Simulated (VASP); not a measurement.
Write the native input for VASP 6.6.1 that does the following.

```yaml
Task: single point
Functional: PBEsol
Potentials_or_basis: VASP PAW PBE potentials, release 64 (Al, Ga_d, N)
Cutoff: 520 eV
k_mesh: 6 × 8 × 6
Occupations: gaussian, width 0.05 eV
Spin: no spin polarisation
Dipole_correction: no
Further_INCAR_settings: ALGO = Normal; EDIFF = 1e-06; NBANDS = 41
```

The structure of AlGa3N4 lies in POSCAR:

```
AlGa3N4
1.0
    5.1423512025      0.0000000000      0.0001078347
    0.0000000000      3.1649848011      0.0000000000
   -0.0035856884      0.0000000000      4.8621635475
Al Ga N
1 3 4
Direct
    0.0006034235      0.5000000000      0.6673576246
    0.4991167026      0.5000000000      0.3349195796
    0.4990273840      0.0000000000      0.8315570006
    0.9998617813      0.0000000000      0.1661805284
    0.1196687536      0.5000000000      0.3400974151
    0.1176459797      0.0000000000      0.8263760593
    0.6204436392      0.0000000000      0.1662162869
    0.6312323461      0.5000000000      0.6672965055
```

This cell differs from its parent crystal: strain -0.1125 x Voigt [0, 0, 1, 0, 0, 0].

One way to write it, as run:

INCAR

```
SYSTEM = AlGa3N4
PREC = Accurate
ENCUT = 520
EDIFF = 1E-6
ISMEAR = 0
SIGMA = 0.05
LREAL = .False.
LASPH = .True.
NELM = 80
ALGO = Normal
ISIF = 2
LWAVE = .False.
LCHARG = .True.
GGA = PS
LELF = .True.
LVHAR = .True.
NBANDS = 41
```

KPOINTS

```
Automatic mesh
0
Gamma
  6 8 6
  0 0 0
```

Potentials or basis: VASP PAW PBE potentials, release 64 (Al, Ga_d, N).

Launch:

```bash
$ cat potpaw_PBE.64/Al/POTCAR potpaw_PBE.64/Ga_d/POTCAR potpaw_PBE.64/N/POTCAR > POTCAR
$ mpirun -np 1 vasp_std > vasp.out
```

It gave:

The pressure is 32.9 GPa and the largest force is 2.818 eV/Å. The band gap on the k mesh is 2.59 eV, direct.

Caveat: the cell differs from its parent crystal (strain -0.1125 x Voigt [0, 0, 1, 0, 0, 0]); the PAW data sets were made with another functional, which shifts forces and pressure a little.

Run time: 8.9 min on 1 thread of Oxide Virtual Turin-like Processor, on a shared host, peak memory 0.32 GiB.
